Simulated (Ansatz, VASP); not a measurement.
**One calculation of MoS2, two programs**

File INCAR:

```
SYSTEM = MoS2
  ALGO = Normal
  EDIFF = 1E-6
  EDIFFG = -0.01
  ENCUT = 600
  GGA = RE
  IBRION = 2
  ISIF = 3
  ISMEAR = -1
  IVDW = 12
  LASPH = .TRUE.
  LCHARG = .FALSE.
  LREAL = .FALSE.
  LWAVE = .FALSE.
  NELM = 100
  NSW = 60
  PREC = Accurate
  SIGMA = 0.05
```

File KPOINTS:

```
k-points
0
G
  10 10 2
  0 0 0
```

Contents of POSCAR:

```
MoS2
1.0
    3.1845414560      0.0000000000      0.0000000000
   -1.5922707280      2.7578938003      0.0000000000
    0.0000000000      0.0000000000     21.6705347200
Mo S
2 4
Direct
    0.3333333333      0.6666666667      0.8511602300
    0.6666666667      0.3333333333      0.1488397700
    0.6666666667      0.3333333333      0.7796253900
    0.3333333333      0.6666666667      0.0772510000
    0.6666666667      0.3333333333      0.9227490000
    0.3333333333      0.6666666667      0.2203746100
```

input.yaml

```yaml
crystal:
  lattice:
    - [3.184541456, 0.0, 0.0]
    - [-1.592270728, 2.7578938003, 0.0]
    - [0.0, 0.0, 21.67053472]
  atoms:
    - { symbol: Mo, position: [0.3333333333, 0.6666666667, 0.85116023] }
    - { symbol: Mo, position: [0.6666666667, 0.3333333333, 0.14883977] }
    - { symbol: S, position: [0.6666666667, 0.3333333333, 0.77962539] }
    - { symbol: S, position: [0.3333333333, 0.6666666667, 0.077251] }
    - { symbol: S, position: [0.6666666667, 0.3333333333, 0.922749] }
    - { symbol: S, position: [0.3333333333, 0.6666666667, 0.22037461] }
hamiltonian:
  xc: revpbe
  pseudopotentials: { kind: paw }
  dispersion: d3bj
kpoints:
  mp_grid: { grid: [10, 10, 2] }
scf:
  occupations: { method: fermi_dirac, width: 0.05 }
output:
  forces: true
  stress: true
relax:
  f_tol: 0.01
  max_steps: 40
  cell: { stress_tol: 0.05 }
```

Alike in both runs: task relaxation of cell and atoms; functional revPBE; dispersion D3(BJ); k mesh 10 × 10 × 2; occupations fermi-dirac, width 0.05 eV; no spin polarisation.

|  | VASP | Ansatz |
| --- | --- | --- |
| version | VASP 6.6.1 | Ansatz 0.2.0 |
| potentials or method | VASP PAW PBE potentials, release 64 (Mo_sv, S) | Ansatz PAW |
| plane-wave cutoff (eV) | 600 | 420 |
| valence electrons in the cell | 52 | 52 |

|  | VASP | Ansatz | Ansatz less VASP |
| --- | --- | --- | --- |
| relaxed volume (Å³/atom) | 28.45 | 16.56 | -11.892 |
| relaxed cell length with the largest relative difference (Å) | 20.086 | 11.725 | -8.3602 |

VASP's potentials were made for PBE, not for revPBE. One of these differences is far larger than is usual between the two programs; its cause wasn't traced.

Noted on Ansatz's run: the volume moved by over 15 % at a fixed basis, so the end points are rough; the plane-wave basis is chosen anew once the cell has moved, so the energies of steps on either side of that aren't comparable.
